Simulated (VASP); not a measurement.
# Pb: single point with PBE

Crystal: Pb.

```
CELL_PARAMETERS angstrom
0.00000 2.52027 2.52027
2.52027 0.00000 2.52027
2.52027 2.52027 0.00000
ATOMIC_POSITIONS crystal
Pb 0.00000 0.00000 0.00000
```

```
Program             : VASP 6.6.1
Task                : single point
Functional          : PBE
Potentials or basis : VASP PAW PBE potentials, release 64 (Pb_d)
Cutoff              : 520 eV
k mesh              : 14 × 14 × 14
Occupations         : fermi-dirac, width 0.05 eV
Spin                : no spin polarisation
```

```
Pressure               : 0.0 GPa
Band gap on the k mesh : zero (band 7 reaches 13.68 eV, above the bottom of band 8 at 5.24 eV)
```

Levels at points of the mesh, in eV from the Fermi level:
| k point | band 4 | band 5 | band 6 | band 7 | band 8 | band 9 | band 10 | band 11 |
| --- | --- | --- | --- | --- | --- | --- | --- | --- |
| (0.00, 0.00, 0.00) | -16.93 | -16.93 | -11.41 | 6.99 | 6.99 | 6.99 | 9.71 | 10.64 |
| (0.50, 0.00, 0.00) | -16.81 | -16.81 | -8.09 | -3.95 | 5.27 | 5.27 | 8.98 | 9.19 |
| (0.50, 0.50, 0.00) | -16.78 | -16.78 | -6.81 | -3.07 | 1.98 | 1.98 | 5.21 | 6.47 |

Wall time 25 s on 1 thread of AMD EPYC 9R45 96-Core Processor (Zen 5) (shared host), peak memory 0.15 GiB.

Caveat: spin-orbit coupling is left out, which moves the levels of the heavy elements.
